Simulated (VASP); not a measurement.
Wanted: the native input for a VASP 6.6.1 run.

* Task: single point
* Functional: PBE
* Potentials or basis: VASP PAW PBE potentials, release 64 (Co)
* Cutoff: 520 eV
* k mesh: 20 × 20 × 11
* Occupations: fermi-dirac, width 0.1 eV
* Spin: collinear spin, ferromagnetic start
* Starting moments: [1.7, 1.7] μB
* Dipole correction: no
* Further INCAR settings: ALGO = Normal; EDIFF = 1e-06; NBANDS = 20

The structure of Co lies in POSCAR:

```
Co
1.0
    2.4930398437      0.0000000000      0.0000000000
   -1.2465199219      2.1590358373      0.0000000000
    0.0000000000      0.0000000000      4.0369295817
Co
2
Direct
    0.3333333333      0.6666666667      0.2500000000
    0.6666666667      0.3333333333      0.7500000000
```

The input as run:

INCAR

```
SYSTEM = Co
ALGO     = Normal         ! electronic algorithm
EDIFF    = 1E-6           ! SCF threshold, eV
ENCUT    = 520            ! plane-wave cutoff, eV
GGA      = PE             ! functional
ISIF     = 2              ! what is computed and relaxed
ISMEAR   = -1             ! smearing method
ISPIN    = 2              ! spin polarisation
LASPH    = .TRUE.         ! aspherical terms in the spheres
LCHARG   = .TRUE.         ! write CHGCAR
LELF     = .TRUE.         ! ELF
LMAXMIX  = 4              ! l up to which the mixer works
LORBIT   = 11             ! projections on sites
LREAL    = .FALSE.        ! projectors in reciprocal space
LVHAR    = .TRUE.       
LWAVE    = .FALSE.        ! write WAVECAR
MAGMOM   = 1.7 1.7        ! initial moments
NBANDS   = 20             ! bands
NELM     = 150            ! most SCF steps
PREC     = Accurate       ! precision mode
SIGMA    = 0.1            ! smearing width, eV
```

KPOINTS

```
k-points
0
G
  20 20 11
  0 0 0
```

Potentials or basis: VASP PAW PBE potentials, release 64 (Co).

Command:

```console
$ cat potpaw_PBE.64/Co/POTCAR > POTCAR
$ mpirun -np 1 vasp_std > vasp.out
```

Results of the run:

```
Pressure                                              : -0.7 GPa
Net moment                                            : 3.20 μB per cell
Site moments                                          : Co +1.62 μB
Valence electrons inside the program's atomic spheres : Co 8.27
```

It took 2.6 min on 1 thread of Intel(R) Xeon(R) 6975P-C (Granite Rapids), on a shared host, peak memory 0.26 GiB.
